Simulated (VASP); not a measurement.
# CaSe (Fm-3m) in VASP: a series of runs

Aim: see how the results for CaSe move with the level of theory and the settings. Levels: r2SCAN, PBE, LDA. Tasks: single point.

Program: VASP 6.6.1. These are calculated values, not measurements. Logs are shortened: lines on timing, memory, paths and dates and some standing lists are left out, and cuts for length are marked.

## (1) The cell of the first run

The structure is cubic, space group Fm-3m (No. 225). Conventional cell: a = 5.935 Å, b = 5.935 Å, c = 5.935 Å, α = 90.00°, β = 90.00°, γ = 90.00°. Ca (site symmetry m-3m) has 6 Se at 2.97 Å within 3.9 Å. Within 3.9 Å of Se (site symmetry m-3m) lie 6 Ca at 2.97 Å.

## (2) Single point, r2SCAN

Input file POSCAR:

```
CaSe
1.0
    0.0000000000      2.9675264115      2.9675264115
    2.9675264115      0.0000000000      2.9675264115
    2.9675264115      2.9675264115      0.0000000000
Ca Se
1 1
Direct
    0.0000000000      0.0000000000      0.0000000000
    0.5000000000      0.5000000000      0.5000000000
```

Input file INCAR.step1:

```
PREC     = Accurate       # precision mode
ENCUT    = 520            # plane-wave cutoff, eV
ISMEAR   = -1             # smearing method
SIGMA    = 0.02           # smearing width, eV
LREAL    = F              # projectors in reciprocal space
LASPH    = T              # aspherical terms in the spheres
NELM     = 100            # most SCF steps
NBANDS   = 15             # bands
GGA      = PE             # functional
ALGO     = Normal         # electronic algorithm
EDIFF    = 1E-4           # SCF threshold, eV
LWAVE    = T              # write WAVECAR
LCHARG   = F              # write CHGCAR
```

Input file INCAR.step2:

```
PREC     = Accurate       # precision mode
ENCUT    = 520            # plane-wave cutoff, eV
EDIFF    = 1E-6           # SCF threshold, eV
ISMEAR   = -1             # smearing method
SIGMA    = 0.02           # smearing width, eV
LREAL    = F              # projectors in reciprocal space
LASPH    = T              # aspherical terms in the spheres
NELM     = 100            # most SCF steps
ALGO     = Normal         # electronic algorithm
ISIF     = 2              # what is computed and relaxed
LWAVE    = F              # write WAVECAR
LCHARG   = T              # write CHGCAR
METAGGA  = R2SCAN         # meta-GGA
LMIXTAU  = T            
LELF     = T              # ELF
LVHAR    = T            
NBANDS   = 15             # bands
ISTART   = 1
```

Input file KPOINTS:

```
regular mesh
0
Gamma
  6 6 6
```

Potentials or basis: VASP PAW PBE potentials, release 64 (Ca_sv, Se).

The run is started by

```sh
> cat potpaw_PBE.64/Ca_sv/POTCAR potpaw_PBE.64/Se/POTCAR > POTCAR
> cp INCAR.step1 INCAR
> mpirun -np 1 vasp_std > vasp.out
> cp INCAR.step2 INCAR
> mpirun -np 1 vasp_std > vasp.out
```

OUTCAR:

```text
PREC = Accurate
   ENCUT = 520
   EDIFF = 1E-6
   ISMEAR = -1
   LREAL = F
   LASPH = T
   NELM = 100
   ISIF = 2
   METAGGA = R2SCAN
   ISTART = 1

 ion  position               nearest neighbor table
   1  0.000  0.000  0.000-   2 2.97   2 2.97   2 2.97   2 2.97   2 2.97   2 2.97
   2  0.500  0.500  0.500-   1 2.97   1 2.97   1 2.97   1 2.97   1 2.97   1 2.97

  LATTYP: Found a face centered cubic cell.
 ALAT       =     5.9350528230

  Lattice vectors:

 A1 = (   0.0000000000,   2.9675264115,   2.9675264115)
 A2 = (   2.9675264115,   0.0000000000,   2.9675264115)
 A3 = (   2.9675264115,   2.9675264115,   0.0000000000)

Analysis of symmetry for initial positions (statically):
=====================================================================
 Subroutine PRICEL returns:
 Original cell was already a primitive cell.

 Routine SETGRP: Setting up the symmetry group for a
 face centered cubic supercell.

 Subroutine GETGRP returns: Found 48 space group operations
 (whereof 48 operations were pure point group operations)
 out of a pool of 48 trial point group operations.

The static configuration has the point symmetry O_h .

Analysis of symmetry for dynamics (positions and initial velocities):
=====================================================================
 Subroutine PRICEL returns:
 Original cell was already a primitive cell.

 Routine SETGRP: Setting up the symmetry group for a
 face centered cubic supercell.

 Subroutine GETGRP returns: Found 48 space group operations
 (whereof 48 operations were pure point group operations)
 out of a pool of 48 trial point group operations.

The dynamic configuration has the point symmetry O_h .

 Subroutine INISYM returns: Found 48 space group operations
 (whereof 48 operations are pure point group operations),
 and found     1 'primitive' translations

----------------------------------------------------------------------------------------

                                     Primitive cell

  volume of cell :      52.2653

  direct lattice vectors                    reciprocal lattice vectors
     0.000000000  2.967526412  2.967526412    -0.168490497  0.168490497  0.168490497
     2.967526412  0.000000000  2.967526412     0.168490497 -0.168490497  0.168490497
     2.967526412  2.967526412  0.000000000     0.168490497  0.168490497 -0.168490497

  length of vectors
     4.196716098  4.196716098  4.196716098     0.291834101  0.291834101  0.291834101

  position of ions in fractional coordinates (direct lattice)
     0.000000000  0.000000000  0.000000000
     0.500000000  0.500000000  0.500000000

  ion indices of the primitive-cell ions
   primitive index   ion index
                 1           1
                 2           2

----------------------------------------------------------------------------------------

 KPOINTS: regular mesh

Automatic generation of k-mesh.
 Grid dimensions read from file:
 generate k-points for:    6    6    6

 Generating k-lattice:

  Cartesian coordinates                     Fractional coordinates (reciprocal lattice)
    -0.028081750  0.028081750  0.028081750     0.166666667  0.000000000  0.000000000
     0.028081750 -0.028081750  0.028081750     0.000000000  0.166666667  0.000000000
     0.028081750  0.028081750 -0.028081750     0.000000000  0.000000000  0.166666667

  Length of vectors
     0.048639017  0.048639017  0.048639017

  Shift w.r.t. Gamma in fractional coordinates (k-lattice)
     0.000000000  0.000000000  0.000000000

 Subroutine IBZKPT returns following result:
 ===========================================

 Found     16 irreducible k-points:

 Following reciprocal coordinates:
            Coordinates               Weight
  0.000000  0.000000  0.000000      1.000000
  0.166667  0.000000  0.000000      8.000000
  0.333333  0.000000  0.000000      8.000000
  0.500000  0.000000  0.000000      4.000000
  0.166667  0.166667  0.000000      6.000000
  0.333333  0.166667  0.000000     24.000000
[... 8 lines left out ...]
 -0.333333  0.333333  0.166667     24.000000
 -0.333333  0.500000  0.166667     12.000000
   k-points           NKPTS =     16   k-points in BZ     NKDIM =     16   number of bands    NBANDS=     15
   number of dos      NEDOS =    301   number of ions     NIONS =      2
   total plane-waves  NPLWV =  32768
   dimension x,y,z NGX =    32 NGY =   32 NGZ =   32
   dimension x,y,z NGXF=    64 NGYF=   64 NGZF=   64
   ions per type =               1   1
   NGX,Y,Z   is equivalent  to a cutoff of  12.68, 12.68, 12.68 a.u.
   NGXF,Y,Z  is equivalent  to a cutoff of  25.35, 25.35, 25.35 a.u.
 SYSTEM =  unknown system
   PREC   = accura    normal or accurate (medium, high low for compatibility)
   ISTART =      1    job   : 0-new  1-cont  2-samecut
   ICHARG =      0    charge: 1-file 2-atom 10-const
   ISPIN  =      1    spin polarized calculation?
   LNONCOLLINEAR =      F non collinear calculations
   LSORBIT =      F    spin-orbit coupling
   LASPH  =      T    aspherical Exc in radial PAW
   ENCUT  =  520.0 eV  38.22 Ry    6.18 a.u.   7.80  7.80  7.80*2*pi/ulx,y,z
   NELM   =    100;   NELMIN=  2; NELMDL=  0     # of ELM steps
   EDIFF  = 0.1E-05   stopping-criterion for ELM
   LREAL  =      F    real-space projection
   EDIFFG = 0.1E-04   stopping-criterion for IOM
   NSW    =      0    number of steps for IOM
   IBRION =     -1    ionic relax: 0-MD 1-quasi-New 2-CG
   NFREE  =      0    steps in history (QN), initial steepest desc. (CG)
   ISIF   =      2    stress and relaxation
   ISYM   =      2    0-nonsym 1-usesym 2-fastsym
   POTIM  = 0.5000    time-step for ionic-motion
   TEBEG  =    0.0;   TEEND  =   0.0 temperature during run
   PSTRESS=    0.0 pullay stress
   NELECT =      16.0000    total number of electrons
   NUPDOWN=      -1.0000    fix difference up-down
   EMIN   =  10.00;   EMAX   =-10.00  energy-range for DOS
   EFERMI =   0.00;   METHOD = LEGACY
   ISMEAR =    -1;   SIGMA  =   0.02  broadening in eV -4-tet -1-fermi 0-gaus
   EFERMI_NEDOS =   21; number of points for ismear=-14 and -15
   IALGO  =     38    algorithm
   IMIX   =      4    mixing-type and parameters
     AMIX     =   0.40;   BMIX     =  1.00
     AMIX_MAG =   1.60;   BMIX_MAG =  1.00
  volume/ion in A,a.u.               =      26.13       176.35
  Fermi-wavevector in a.u.,A,eV,Ry     =   1.103342  2.085014 16.563243  1.217364
  Thomas-Fermi vector in A             =   2.239799
   LORBIT       =      0    0 simple, 1 ext, 2 COOP (PROOUT), +10 PAW based schemes
   METAGGA = R2SCAN    functional components
   LHFCALC =     F    Hartree Fock is set to
   AEXX    =    0.0000 exact exchange contribution
   IVDW    =     0    specifies the selected vdW correction
   LEPSILON=     F    determine dielectric tensor
   LRPA    =     F    only Hartree local field effects (RPA)
 non-spin polarized calculation
  energy-cutoff  :      520.00
  volume of cell :       52.27
 maximum number of plane-waves:      1420
   NGX = 15   NGY = 15   NGZ = 15

 number of electron      15.9999997 magnetization

 Free energy of the ion-electron system (eV)
  ---------------------------------------------------
  ext. energy  EPLUGINS =         0.00000000
  ---------------------------------------------------
  free energy    TOTEN  =       -25.97853619 eV

  energy without entropy =      -25.97853619  energy(sigma->0) =      -25.97853619

 E-fermi :   2.6593     XC(G=0):  -9.5353

 val. band max:        2.1150717218   @ k =   0.0000   0.0000   0.0000
 cond. band min:       4.6316592513   @ k =   0.5000   0.5000   0.0000
 fundamental gap:      2.5165875294
 Fermi energy:         2.6592738014

 k-point     1 :       0.0000    0.0000    0.0000
  band No.  band energies     occupation
      1     -39.2137      2.00000
      2     -19.3232      2.00000
      3     -19.3232      2.00000
      4     -19.3231      2.00000
      5     -10.0436      2.00000
      6       2.1151      2.00000
      7       2.1151      2.00000
      8       2.1151      2.00000
      9       6.1942      0.00000
     10       6.3448      0.00000
     11       6.3448      0.00000
     12       6.3448      0.00000
     13       6.9338      0.00000
     14       6.9338      0.00000
     15      12.5777      0.00000

 k-point     2 :       0.1667    0.0000    0.0000
  band No.  band energies     occupation
      1     -39.2121      2.00000
      2     -19.3515      2.00000
      3     -19.3249      2.00000
      4     -19.3249      2.00000
      5      -9.8817      2.00000
      6       0.9882      2.00000
      7       1.7443      2.00000
      8       1.7443      2.00000
      9       6.3184      0.00000
     10       6.7109      0.00000
     11       6.7109      0.00000
     12       7.5749      0.00000
     13       7.6251      0.00000
     14       7.6251      0.00000
     15      12.5953      0.00000

 k-point     3 :       0.3333    0.0000    0.0000
  band No.  band energies     occupation
      1     -39.2090      2.00000
      2     -19.4069      2.00000
      3     -19.3284      2.00000
      4     -19.3283      2.00000
      5      -9.5316      2.00000
      6      -0.5126      2.00000
      7       1.1782      2.00000
      8       1.1782      2.00000
      9       6.6312      0.00000
     10       7.5603      0.00000
     11       7.5603      0.00000
     12       8.8407      0.00000
     13       9.1011      0.00000
     14       9.1011      0.00000
     15      12.2455      0.00000

 k-point     4 :       0.5000    0.0000    0.0000
  band No.  band energies     occupation
      1     -39.2074      2.00000
      2     -19.4341      2.00000
      3     -19.3301      2.00000
      4     -19.3300      2.00000
      5      -9.3397      2.00000
      6      -1.1245      2.00000
      7       0.9467      2.00000
      8       0.9467      2.00000
      9       7.2174      0.00000
     10       8.1821      0.00000
     11       8.2067      0.00000
     12       8.2067      0.00000
     13      10.2164      0.00000
     14      10.2164      0.00000
     15      10.8073      0.00000
[... 163 lines left out ...]
 k-point    14 :       0.5000    0.3333    0.1667
  band No.  band energies     occupation
      1     -39.2069      2.00000
      2     -19.3970      2.00000
      3     -19.3574      2.00000
      4     -19.3397      2.00000
      5      -9.4381      2.00000
      6      -0.4104      2.00000
      7       0.7532      2.00000
      8       0.9509      2.00000
      9       6.1905      0.00000
     10       7.7687      0.00000
     11       8.2525      0.00000
     12       8.3990      0.00000
     13       8.8516      0.00000
     14      10.2949      0.00000
     15      10.9730      0.00000

 k-point    15 :      -0.3333    0.3333    0.1667
  band No.  band energies     occupation
      1     -39.2058      2.00000
      2     -19.3995      2.00000
      3     -19.3660      2.00000
      4     -19.3460      2.00000
      5      -9.3572      2.00000
      6      -0.3748      2.00000
      7       0.3240      2.00000
      8       0.7987      2.00000
      9       7.0952      0.00000
     10       7.1853      0.00000
     11       8.4507      0.00000
     12       8.6195      0.00000
     13       8.6770      0.00000
     14      10.5738      0.00000
     15      11.4493      0.00000

 k-point    16 :      -0.3333    0.5000    0.1667
  band No.  band energies     occupation
      1     -39.2053      2.00000
      2     -19.3896      2.00000
      3     -19.3663      2.00000
      4     -19.3597      2.00000
      5      -9.3858      2.00000
      6      -0.1564      2.00000
      7       0.5571      2.00000
      8       0.6302      2.00000
      9       5.9299      0.00000
     10       7.9079      0.00000
     11       8.0300      0.00000
     12       8.5269      0.00000
     13       8.7411      0.00000
     14       9.8106      0.00000
     15      12.3025      0.00000

------------------------ aborting loop because EDIFF is reached ----------------------------------------

  FORCE on cell =-STRESS in cart. coord.  units (eV):
  Direction    XX          YY          ZZ          XY          YZ          ZX
  --------------------------------------------------------------------------------------
  -------------------------------------------------------------------------------------
  Total        0.0769412      0.0769412      0.0769412      0.0000000      0.0000000     -0.0000000
  in kB        2.3586081      2.3586081      2.3586081      0.0000000      0.0000000     -0.0000000
  external PRESSURE =       2.3586081 kB  Pullay stress =       0.0000000 kB

 VOLUME and BASIS-vectors are now :
 -----------------------------------------------------------------------------
  energy-cutoff  :      520.00
  volume of cell :       52.27
      direct lattice vectors                 reciprocal lattice vectors
     0.000000000  2.967526412  2.967526412    -0.168490497  0.168490497  0.168490497
     2.967526412  0.000000000  2.967526412     0.168490497 -0.168490497  0.168490497
     2.967526412  2.967526412  0.000000000     0.168490497  0.168490497 -0.168490497

 POSITION                                       TOTAL-FORCE (eV/Angst)
 -----------------------------------------------------------------------------------
      0.00000      0.00000      0.00000         0.000000      0.000000      0.000000
      2.96753      2.96753      2.96753        -0.000000     -0.000000     -0.000000
 -----------------------------------------------------------------------------------
    total drift:                                0.000000     -0.000000     -0.000000

  FREE ENERGIE OF THE ION-ELECTRON SYSTEM (eV)
  ---------------------------------------------------
  free  energy   TOTEN  =       -25.9785361887 eV

  energy  without entropy=      -25.9785361887  energy(sigma->0) =      -25.97853619
```

Wall time 1.9 min (1 thread of AMD EPYC 7R13, shared host); peak memory 0.16 GiB.

Results:

* Free energy: -25.9785 eV
* Pressure: 0.2 GPa
* Band gap on the k mesh: 2.52 eV (least direct gap 3.46 eV)

Caveat: the PAW data sets were made with another functional, which shifts forces and pressure a little. A k mesh can miss the band edges.

## (3) Single point, PBE

Input file INCAR:

```
SYSTEM = CaSe
ALGO = Normal
EDIFF = 1E-6
ENCUT = 520
GGA = PE
ISIF = 2
ISMEAR = -1
LASPH = .TRUE.
LCHARG = .FALSE.
LREAL = .FALSE.
LWAVE = .FALSE.
NBANDS = 15
NELM = 80
PREC = Accurate
SIGMA = 0.02
```

Input file KPOINTS:

```
k-points
0
G
  8 8 8
  0 0 0
```

POSCAR is that of step 2.

Potentials or basis: VASP PAW PBE potentials, release 64 (Ca_sv, Se).

The run is started by

```sh
> cat potpaw_PBE.64/Ca_sv/POTCAR potpaw_PBE.64/Se/POTCAR > POTCAR
> mpirun -np 1 vasp_std > vasp.out
```

It took 38 s on 1 thread of AMD EPYC 7R13, shared host; peak memory 0.15 GiB.

Results (log left out):

```yaml
Free_energy: -9.4840 eV
Pressure: 0.7 GPa
Band_gap_on_the_k_mesh: 2.05 eV (least direct gap 2.97 eV)
```

Levels at points of the mesh, in eV from the valence-band top:
```tsv
k point	band 4	band 5	band 6	band 7	band 8	band 9	band 10	band 11	band 12	band 13
(0.00, 0.00, 0.00)	-20.77	-11.76	0.00	0.00	0.00	3.29	3.71	3.71	3.71	4.27
(0.50, 0.00, 0.00)	-20.78	-11.09	-3.25	-1.18	-1.18	4.50	5.45	5.48	5.48	7.46
(0.50, 0.50, 0.00)	-20.80	-11.20	-2.49	-0.92	-0.92	2.05	5.01	5.02	5.98	6.01
```

A k mesh can miss the band edges.

## (4) Single point, LDA

Input file INCAR:

```
SYSTEM = CaSe
ALGO = Normal
EDIFF = 1E-6
ENCUT = 520
GGA = CA
ISIF = 2
ISMEAR = 0
LASPH = .TRUE.
LCHARG = .FALSE.
LREAL = .FALSE.
LWAVE = .FALSE.
NBANDS = 15
NELM = 60
PREC = Accurate
SIGMA = 0.01
```

KPOINTS is that of step 3.

POSCAR is that of step 3.

Potentials or basis: VASP PAW LDA potentials, release 64 (Ca_sv, Se).

The run is started by

```sh
> cat potpaw_LDA.64/Ca_sv/POTCAR potpaw_LDA.64/Se/POTCAR > POTCAR
> mpirun -np 1 vasp_std > vasp.out
```

It took 33 s on 1 thread of AMD EPYC 7R13, shared host; peak memory 0.13 GiB.

The run converged. Its results:

```yaml
Free_energy: -10.5454 eV
Pressure: -3.4 GPa
Band_gap_on_the_k_mesh: 1.89 eV (least direct gap 2.82 eV)
```

Levels at points of the mesh, in eV from the valence-band top:
```csv
k point,band 5,band 6,band 7,band 8,band 9,band 10,band 11,band 12
"(0.00, 0.00, 0.00)",-11.80,0.00,0.00,0.00,3.05,3.55,3.55,3.55
"(0.50, 0.00, 0.00)",-11.12,-3.31,-1.21,-1.21,4.35,5.29,5.32,5.32
"(0.50, 0.50, 0.00)",-11.24,-2.52,-0.93,-0.93,1.89,4.79,4.91,5.86
```

Caveat: the cell stands under tension. A k mesh can miss the band edges.

## (5) Overview

| level | potentials or basis | k mesh | smearing | gap on the mesh (eV) | pressure (GPa) |
| --- | --- | --- | --- | --- | --- |
| r2SCAN | VASP PAW PBE potentials, release 64 (Ca_sv, Se) | 6 × 6 × 6 | fermi-dirac 0.02 eV | 2.52 | 0.2 |
| PBE | VASP PAW PBE potentials, release 64 (Ca_sv, Se) | 8 × 8 × 8 | fermi-dirac 0.02 eV | 2.05 | 0.7 |
| LDA | VASP PAW LDA potentials, release 64 (Ca_sv, Se) | 8 × 8 × 8 | gaussian 0.01 eV | 1.89 | -3.4 |

Alike in all rows: task single point; no spin polarisation; cell a = 4.197 Å, angles 60.0°, 2 atoms; cutoff (eV) 520.

Caveats: the PAW data sets were made with another functional, which shifts forces and pressure a little (at least some runs); the cell stands under tension (at least some runs).

Absolute energies hang on the potentials; compare differences alone.
